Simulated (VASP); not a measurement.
# MnF2 (P4_2/mnm) in VASP: a series of runs

The runs below take MnF2 through single point, with PBEsol+U.

Program: VASP 6.6.1. These are calculated values, not measurements. Logs are shortened: lines on timing, memory, paths and dates and some standing lists are left out, and cuts for length are marked.

## Step 1: The cell of the first run

Symmetry: P4_2/mnm, No. 136, tetragonal system. Conventional cell: a = 4.874 Å, b = 4.874 Å, c = 3.311 Å, α = 90.00°, β = 90.00°, γ = 90.00°. Within 2.8 Å of Mn (site symmetry mmm) lie 6 F at 2.10 to 2.13 Å. F (site symmetry m2m) has 3 Mn at 2.10 to 2.13 Å and 1 F at 2.68 Å within 2.8 Å.

## Step 2: Single point, PBEsol+U, collinear spin, antiferromagnetic start

File INCAR:

```
ALGO = Normal
EDIFF = 1E-6
ENCUT = 520
GGA = PS
ISIF = 2
ISMEAR = -1
ISPIN = 2
LASPH = True
LCHARG = False
LDAU = True
LDAUJ = 0 0
LDAUL = 2 -1
LDAUPRINT = 1
LDAUTYPE = 2
LDAUU = 3 0
LMAXMIX = 4
LORBIT = 11
LREAL = False
LWAVE = False
MAGMOM = 5.2 -5.2 0 0 0 0
NBANDS = 40
NELM = 150
PREC = Accurate
SIGMA = 0.15
```

File KPOINTS:

```
k-points
0
Gamma
  5 5 7
```

File POSCAR:

```
MnF2
1.0
    4.8738000000      0.0000000000      0.0000000000
    0.0000000000      4.8738000000      0.0000000000
    0.0000000000      0.0000000000      3.3107000000
Mn F
2 4
Direct
    0.0000000000      0.0000000000      0.0000000000
    0.5000000000      0.5000000000      0.5000000000
    0.3053000000      0.3053000000      0.0000000000
    0.1947000000      0.8053000000      0.5000000000
    0.6947000000      0.6947000000      0.0000000000
    0.8053000000      0.1947000000      0.5000000000
```

Potentials or basis: VASP PAW PBE potentials, release 64 (Mn_pv, F).

Started as:

```console
> cat potpaw_PBE.64/Mn_pv/POTCAR potpaw_PBE.64/F/POTCAR > POTCAR
> mpirun -np 1 vasp_std > vasp.out
```

OUTCAR:

```text
EDIFF = 1E-6
   ENCUT = 520
   GGA = PS
   ISIF = 2
   ISMEAR = -1
   ISPIN = 2
   LASPH = True
   LORBIT = 11
   LREAL = False
   NELM = 150
   PREC = Accurate

 ion  position               nearest neighbor table
   1  0.000  0.000  0.000-   3 2.10   5 2.10   4 2.13   6 2.13   4 2.13   6 2.13
   2  0.500  0.500  0.500-   4 2.10   6 2.10   5 2.13   3 2.13   3 2.13   5 2.13
   3  0.305  0.305  0.000-   1 2.10   2 2.13   2 2.13
   4  0.195  0.805  0.500-   2 2.10   1 2.13   1 2.13
   5  0.695  0.695  0.000-   1 2.10   2 2.13   2 2.13
   6  0.805  0.195  0.500-   2 2.10   1 2.13   1 2.13

  LATTYP: Found a simple tetragonal cell.
 ALAT       =     4.8738000000
 C/A-ratio  =     0.6792851574

  Lattice vectors:

 A1 = (   4.8738000000,   0.0000000000,   0.0000000000)
 A2 = (   0.0000000000,   4.8738000000,   0.0000000000)
 A3 = (   0.0000000000,   0.0000000000,   3.3107000000)

Analysis of symmetry for initial positions (statically):
=====================================================================
 Subroutine PRICEL returns:
 Original cell was already a primitive cell.

 Routine SETGRP: Setting up the symmetry group for a
 simple tetragonal supercell.

 Subroutine GETGRP returns: Found 16 space group operations
 (whereof  8 operations were pure point group operations)
 out of a pool of 16 trial point group operations.

The static configuration has the point symmetry D_2h.
 The point group associated with its full space group is D_4h.

Analysis of symmetry for dynamics (positions and initial velocities):
=====================================================================
 Subroutine PRICEL returns:
 Original cell was already a primitive cell.

 Routine SETGRP: Setting up the symmetry group for a
 simple tetragonal supercell.

 Subroutine GETGRP returns: Found 16 space group operations
 (whereof  8 operations were pure point group operations)
 out of a pool of 16 trial point group operations.

The dynamic configuration has the point symmetry D_2h.
 The point group associated with its full space group is D_4h.

Analysis of structural, dynamic, and magnetic symmetry:
=====================================================================
 Subroutine PRICEL returns:
 Original cell was already a primitive cell.

[... 221 lines left out ...]
  o =  0.9790  v =  0.0000  0.0000  0.0000  0.0000  0.0000  0.0000  0.7071 -0.0000  0.7071  0.0000      0.0000  0.0000  0.0000  0.0000  0.0000  0.0000  0.0000  0.0000  0.0000  0.0000
  o =  0.9814  v =  0.0000  0.0000  0.0000  0.0000  0.0000 -0.7999  0.0000 -0.6001  0.0000 -0.0000      0.0000  0.0000  0.0000  0.0000  0.0000  0.0000  0.0000  0.0000  0.0000  0.0000

 number of electron      54.0000032 magnetization       0.0000000

 Free energy of the ion-electron system (eV)
  ---------------------------------------------------
  ext. energy  EPLUGINS =         0.00000000
  ---------------------------------------------------
  free energy    TOTEN  =       -39.51000028 eV

  energy without entropy =      -39.50998624  energy(sigma->0) =      -39.50999326

 E-fermi :   3.4975     XC(G=0):  -9.9896

 val. band max:        1.6503536655   @ k =   0.4000   0.0000   0.0000
 cond. band min:       4.7347042195   @ k =   0.0000   0.0000   0.0000
 fundamental gap:      3.0843505540
 Fermi energy:         3.4975433715

 spin component 1

 k-point     1 :       0.0000    0.0000    0.0000
  band No.  band energies     occupation
      1     -46.7050      1.00000
      2     -46.6447      1.00000
      3     -46.6361      1.00000
      4     -41.7486      1.00000
      5     -41.6865      1.00000
      6     -41.6753      1.00000
[... 997 lines left out ...]
     38      12.5811      0.00000
     39      13.0967      0.00000
 Fermi energy:         3.4975433715

 spin component 2

 k-point     1 :       0.0000    0.0000    0.0000
  band No.  band energies     occupation
      1     -46.7050      1.00000
      2     -46.6447      1.00000
      3     -46.6361      1.00000
      4     -41.7486      1.00000
      5     -41.6865      1.00000
      6     -41.6753      1.00000
[... 997 lines left out ...]
     38      12.6925      0.00000
     39      12.8113      0.00000
 [bands above 39 left out]

------------------------ aborting loop because EDIFF is reached ----------------------------------------

  FORCE on cell =-STRESS in cart. coord.  units (eV):
  Direction    XX          YY          ZZ          XY          YZ          ZX
  --------------------------------------------------------------------------------------
  -------------------------------------------------------------------------------------
  Total       -0.0560020     -0.0560020     -0.2069486      0.0000000      0.0000000      0.0000000
  in kB       -1.1409292     -1.1409292     -4.2161675      0.0000000      0.0000000      0.0000000
  external PRESSURE =      -2.1660086 kB  Pullay stress =       0.0000000 kB

 VOLUME and BASIS-vectors are now :
 -----------------------------------------------------------------------------
  energy-cutoff  :      520.00
  volume of cell :       78.64
      direct lattice vectors                 reciprocal lattice vectors
     4.873800000  0.000000000  0.000000000     0.205178711  0.000000000  0.000000000
     0.000000000  4.873800000  0.000000000     0.000000000  0.205178711  0.000000000
     0.000000000  0.000000000  3.310700000     0.000000000  0.000000000  0.302050926

 POSITION                                       TOTAL-FORCE (eV/Angst)
 -----------------------------------------------------------------------------------
      0.00000      0.00000      0.00000        -0.000000     -0.000000     -0.000000
      2.43690      2.43690      1.65535        -0.000000     -0.000000     -0.000000
      1.48797      1.48797      0.00000        -0.022652     -0.022652      0.000000
      0.94893      3.92487      1.65535         0.022652     -0.022652     -0.000000
      3.38583      3.38583      0.00000         0.022652      0.022652     -0.000000
      3.92487      0.94893      1.65535        -0.022652      0.022652     -0.000000
 -----------------------------------------------------------------------------------
    total drift:                                0.000000      0.000000      0.000000

  FREE ENERGIE OF THE ION-ELECTRON SYSTEM (eV)
  ---------------------------------------------------
  free  energy   TOTEN  =       -39.5100002774 eV

  energy  without entropy=      -39.5099862429  energy(sigma->0) =      -39.50999326

 total charge

# of ion       s       p       d       tot
------------------------------------------
    1        0.166   6.150   4.953  11.269
    2        0.166   6.150   4.953  11.269
    3        1.731   4.359   0.000   6.091
    4        1.731   4.359   0.000   6.091
    5        1.731   4.359   0.000   6.091
    6        1.731   4.359   0.000   6.091
--------------------------------------------------
tot          7.258  29.738   9.905  46.901

 magnetization (x)

# of ion       s       p       d       tot
------------------------------------------
    1        0.018   0.018   4.601   4.637
    2       -0.018  -0.018  -4.601  -4.637
    3       -0.002  -0.017   0.000  -0.019
    4        0.002   0.017   0.000   0.019
    5       -0.002  -0.017   0.000  -0.019
    6        0.002   0.017   0.000   0.019
--------------------------------------------------
tot          0.000   0.000   0.000   0.000
```

OSZICAR:

```text
N       E                     dE             d eps       ncg     rms          rms(c)
DAV:   1     0.678999644329E+03    0.67900E+03   -0.30050E+04  3920   0.153E+03
DAV:   2     0.189926924712E+02   -0.66001E+03   -0.62080E+03  4032   0.465E+02
DAV:   3    -0.399451991689E+02   -0.58938E+02   -0.58273E+02  4440   0.151E+02
DAV:   4    -0.408932914819E+02   -0.94809E+00   -0.94742E+00  4104   0.209E+01
DAV:   5    -0.409049059906E+02   -0.11615E-01   -0.11614E-01  4368   0.232E+00    0.203E+01
DAV:   6    -0.387633303075E+02    0.21416E+01   -0.12739E+01  4248   0.292E+01    0.149E+01
DAV:   7    -0.392705726479E+02   -0.50724E+00   -0.14003E+00  4048   0.926E+00    0.102E+01
DAV:   8    -0.384962148615E+02    0.77436E+00   -0.62015E-01  4264   0.686E+00    0.338E+00
DAV:   9    -0.394757761224E+02   -0.97956E+00   -0.20519E-01  4344   0.431E+00    0.101E+00
DAV:  10    -0.395095878259E+02   -0.33812E-01   -0.16960E-02  4072   0.129E+00    0.187E-01
DAV:  11    -0.395098428956E+02   -0.25507E-03   -0.33637E-03  4432   0.321E-01    0.116E-01
DAV:  12    -0.395099461877E+02   -0.10329E-03   -0.91249E-05  4120   0.126E-01    0.486E-02
DAV:  13    -0.395099837121E+02   -0.37524E-04   -0.40854E-05  4168   0.367E-02    0.390E-02
DAV:  14    -0.395100000471E+02   -0.16335E-04   -0.21547E-05  4032   0.316E-02    0.752E-03
DAV:  15    -0.395100002774E+02   -0.23035E-06   -0.73574E-07  3136   0.798E-03
   1 F= -.39510000E+02 E0= -.39509993E+02  d E =-.140345E-04  mag=     0.0000
```

Run time: 55 s. Hardware: 1 thread of Intel Xeon 6975P-C (Granite Rapids), shared host; peak memory 0.27 GiB.

What came out:

```
Free energy                                           : -39.5100 eV
Pressure                                              : -0.2 GPa
Largest force                                         : 0.032 eV/Å
Band gap on the k mesh                                : 3.08 eV (least direct gap 3.12 eV)
Net moment                                            : 0.00 μB per cell
Site moments                                          : Mn +4.64, -4.64; F -0.02, +0.02 (each value once) μB
Valence electrons inside the program's atomic spheres : Mn 11.27; F 6.09
```

Forces on the atoms (eV/Å):
```
Mn   0.000  0.000  0.000
Mn   0.000  0.000  0.000
F   -0.023 -0.023  0.000
F    0.023 -0.023  0.000
F    0.023  0.023  0.000
F   -0.023  0.023  0.000
```

Stress tensor (GPa, compression positive):
```
-0.11  0.00  0.00
 0.00 -0.11  0.00
 0.00  0.00 -0.42
```

Eigenvalues of the final occupation matrices:
| site | spin | trace | eigenvalues |
| --- | --- | --- | --- |
| site 1 d | 1 | 4.79 | 0.94 0.94 0.94 0.98 0.98 |
| site 1 d | 2 | 0.18 | 0.01 0.02 0.02 0.06 0.07 |
| site 2 d | 1 | 0.18 | 0.01 0.02 0.02 0.06 0.07 |
| site 2 d | 2 | 4.79 | 0.94 0.94 0.94 0.98 0.98 |

Caveat: the PAW data sets were made with another functional, which shifts forces and pressure a little; an odd mesh through Γ misses points on the zone boundary, where band edges can lie.

## Step 3: Single point, PBEsol+U, collinear spin, antiferromagnetic start

File INCAR:

```
SYSTEM = MnF2
PREC     = Accurate       ! precision mode
ENCUT    = 520            ! plane-wave cutoff, eV
EDIFF    = 1E-6           ! SCF threshold, eV
ISMEAR   = -1             ! smearing method
SIGMA    = 0.15           ! smearing width, eV
LREAL    = .FALSE.        ! projectors in reciprocal space
LASPH    = .TRUE.         ! aspherical terms in the spheres
NELM     = 150            ! most SCF steps
ALGO     = Normal         ! electronic algorithm
ISIF     = 2              ! what is computed and relaxed
LWAVE    = .FALSE.        ! write WAVECAR
LCHARG   = .FALSE.        ! write CHGCAR
ISPIN    = 2              ! spin polarisation
MAGMOM   = 5.2 -5.2 0 0 0 0 ! initial moments
LORBIT   = 11             ! projections on sites
LMAXMIX  = 4              ! l up to which the mixer works
LDAU     = .TRUE.         ! DFT+U
LDAUTYPE = 2            
LDAUL    = 2 -1           ! shell
LDAUU    = 4.5 0          ! U, eV
LDAUJ    = 0 0          
LDAUPRINT= 1            
GGA      = PS             ! functional
NBANDS   = 40             ! bands
```

File KPOINTS:

```
Automatic mesh
0
G
  5 5 7
  0 0 0
```

POSCAR is that of step 2.

Potentials or basis: VASP PAW PBE potentials, release 64 (Mn_pv, F).

Started as:

```console
> cat potpaw_PBE.64/Mn_pv/POTCAR potpaw_PBE.64/F/POTCAR > POTCAR
> mpirun -np 1 vasp_std > vasp.out
```

OUTCAR:

```text
SYSTEM = MnF2
   PREC = Accurate
   ENCUT = 520
   EDIFF = 1E-6
   ISMEAR = -1
   LREAL = .FALSE.
   LASPH = .TRUE.
   NELM = 150
   ISIF = 2
   ISPIN = 2
   LORBIT = 11
   GGA = PS

 ion  position               nearest neighbor table
   1  0.000  0.000  0.000-   3 2.10   5 2.10   4 2.13   6 2.13   4 2.13   6 2.13
   2  0.500  0.500  0.500-   4 2.10   6 2.10   5 2.13   3 2.13   3 2.13   5 2.13
   3  0.305  0.305  0.000-   1 2.10   2 2.13   2 2.13
   4  0.195  0.805  0.500-   2 2.10   1 2.13   1 2.13
   5  0.695  0.695  0.000-   1 2.10   2 2.13   2 2.13
   6  0.805  0.195  0.500-   2 2.10   1 2.13   1 2.13

  LATTYP: Found a simple tetragonal cell.
 ALAT       =     4.8738000000
 C/A-ratio  =     0.6792851574

  Lattice vectors:

[... 2323 lines left out ...]
      0.00000      0.00000      0.00000         0.000000     -0.000000      0.000000
      2.43690      2.43690      1.65535         0.000000     -0.000000      0.000000
      1.48797      1.48797      0.00000        -0.018307     -0.018307     -0.000000
      0.94893      3.92487      1.65535         0.018307     -0.018307     -0.000000
      3.38583      3.38583      0.00000         0.018307      0.018307      0.000000
      3.92487      0.94893      1.65535        -0.018307      0.018307      0.000000
 -----------------------------------------------------------------------------------
    total drift:                                0.000000      0.000000      0.000000

  FREE ENERGIE OF THE ION-ELECTRON SYSTEM (eV)
  ---------------------------------------------------
  free  energy   TOTEN  =       -38.9835985671 eV

  energy  without entropy=      -38.9835953388  energy(sigma->0) =      -38.98359695

 total charge

# of ion       s       p       d       tot
------------------------------------------
    1        0.167   6.151   4.954  11.271
    2        0.167   6.151   4.954  11.271
    3        1.731   4.364   0.000   6.095
    4        1.731   4.364   0.000   6.095
    5        1.731   4.364   0.000   6.095
    6        1.731   4.364   0.000   6.095
--------------------------------------------------
tot          7.257  29.756   9.907  46.920

 magnetization (x)

# of ion       s       p       d       tot
------------------------------------------
    1        0.019   0.019   4.640   4.678
    2       -0.019  -0.019  -4.640  -4.678
    3       -0.002  -0.014   0.000  -0.016
    4        0.002   0.014   0.000   0.016
    5       -0.002  -0.014   0.000  -0.016
    6        0.002   0.014   0.000   0.016
--------------------------------------------------
tot         -0.000   0.000   0.000   0.000
```

stdout:

```text
POSCAR found type information on POSCAR MnF
 POSCAR found :  2 types and       6 ions
 scaLAPACK will be used
 -----------------------------------------------------------------------------
|                                                                             |
|                                                                             |
|     You enforced a specific xc type in the INCAR file but a different       |
|     I HOPE YOU KNOW WHAT YOU ARE DOING!                                     |
|                                                                             |
 -----------------------------------------------------------------------------

 LDA part: xc-table for (Slater+PW92), standard interpolation
 POSCAR, INCAR and KPOINTS ok, starting setup
 FFT: planning ... GRIDC
 FFT: planning ... GRID_SOFT
 FFT: planning ... GRID
 WAVECAR not read
 entering main loop
```

Run time: 57 s. Hardware: 1 thread of Intel Xeon 6975P-C (Granite Rapids), shared host; peak memory 0.27 GiB.

What came out:

```yaml
Free_energy: -38.9836 eV
Pressure: 0.3 GPa
Largest_force: 0.026 eV/Å
Band_gap_on_the_k_mesh: 3.55 eV (least direct gap 3.58 eV)
Net_moment: 0.00 μB per cell
Site_moments: Mn +4.68, -4.68; F -0.02, +0.02 (each value once) μB
Valence_electrons_inside_the_program's_atomic_spheres: Mn 11.27; F 6.09
```

Forces in eV/Å, atoms in the order of the input:
```
Mn   0.000  0.000  0.000
Mn   0.000  0.000  0.000
F   -0.018 -0.018  0.000
F    0.018 -0.018  0.000
F    0.018  0.018  0.000
F   -0.018  0.018  0.000
```

Stress tensor (GPa, compression positive):
```
0.42 0.00 0.00
0.00 0.42 0.00
0.00 0.00 0.21
```

Levels at points of the mesh, in eV from the valence-band top:
Spin up:
```csv
k point,band 25,band 26,band 27,band 28,band 29,band 30
"(0.00, 0.00, 0.00)",-1.50,-0.48,-0.03,3.55,5.81,6.44
```
Spin down:
| k point | band 25 | band 26 | band 27 | band 28 | band 29 | band 30 |
| --- | --- | --- | --- | --- | --- | --- |
| (0.00, 0.00, 0.00) | -1.50 | -0.48 | -0.03 | 3.55 | 5.81 | 6.44 |

Eigenvalues of the final occupation matrices:
```csv
site,spin,trace,eigenvalues
site 1 d,1,4.81,0.95 0.95 0.95 0.98 0.99
site 1 d,2,0.16,0.01 0.01 0.02 0.06 0.06
site 2 d,1,0.16,0.01 0.01 0.02 0.06 0.06
site 2 d,2,4.81,0.95 0.95 0.95 0.98 0.99
```

Caveat: the PAW data sets were made with another functional, which shifts forces and pressure a little; an odd mesh through Γ misses points on the zone boundary, where band edges can lie.
